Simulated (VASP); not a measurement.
Wanted: the native input for a VASP 6.6.1 run.

- Task: single point
- Functional: PBEsol
- Potentials or basis: VASP PAW PBE potentials, release 64 (Si, Ni)
- Cutoff: 520 eV
- k mesh: 10 × 10 × 10
- Occupations: gaussian, width 0.15 eV
- Spin: no spin polarisation
- Dipole correction: no
- Further INCAR settings: ALGO = Normal; EDIFF = 1e-06; NBANDS = 38

The structure of SiNi lies in POSCAR:

```
SiNi
1.0
    4.8254151678      0.0000000000      0.0000000000
    0.0000000000      4.8254151678      0.0000000000
    0.0000000000      0.0000000000      4.8254151678
Si Ni
4 4
Direct
    0.8464645187      0.8464645187      0.8464645187
    0.6535354813      0.1535354813      0.3464645187
    0.3464645187      0.6535354813      0.1535354813
    0.1535354813      0.3464645187      0.6535354813
    0.1489904732      0.1489904732      0.1489904732
    0.3510095268      0.8510095268      0.6489904732
    0.6489904732      0.3510095268      0.8510095268
    0.8510095268      0.6489904732      0.3510095268
```

This cell differs from its parent crystal: strain +0.080 along x and y, +0.080 along z.

These files were run (other wordings do the same):

INCAR

```
ALGO     = Normal         # electronic algorithm
EDIFF    = 1E-6           # SCF threshold, eV
ENCUT    = 520            # plane-wave cutoff, eV
GGA      = PS             # functional
ISIF     = 2              # what is computed and relaxed
ISMEAR   = 0              # smearing method
LASPH    = T              # aspherical terms in the spheres
LCHARG   = F              # write CHGCAR
LREAL    = F              # projectors in reciprocal space
LWAVE    = F              # write WAVECAR
NBANDS   = 38             # bands
NELM     = 80             # most SCF steps
PREC     = Accurate       # precision mode
SIGMA    = 0.15           # smearing width, eV
```

KPOINTS

```
k-points
0
Gamma
  10 10 10
```

Potentials or basis: VASP PAW PBE potentials, release 64 (Si, Ni).

Run with:

```bash
$ cat potpaw_PBE.64/Si/POTCAR potpaw_PBE.64/Ni/POTCAR > POTCAR
$ mpirun -np 1 vasp_std > vasp.out
```

It gave:

```json
{
  "Pressure": "-26.4 GPa",
  "Largest force": "0.102 eV/Å",
  "Band gap on the k mesh": "zero (bands 28 and 29 overlap by 0.82 eV)"
}
```

Caveat: the cell differs from its parent crystal (strain +0.080 along x and y, +0.080 along z); the cell stands under tension; the PAW data sets were made with another functional, which shifts forces and pressure a little.

It took 2.1 min on 1 thread of Intel(R) Xeon(R) 6975P-C (Granite Rapids), with other jobs on the host, peak memory 0.37 GiB.
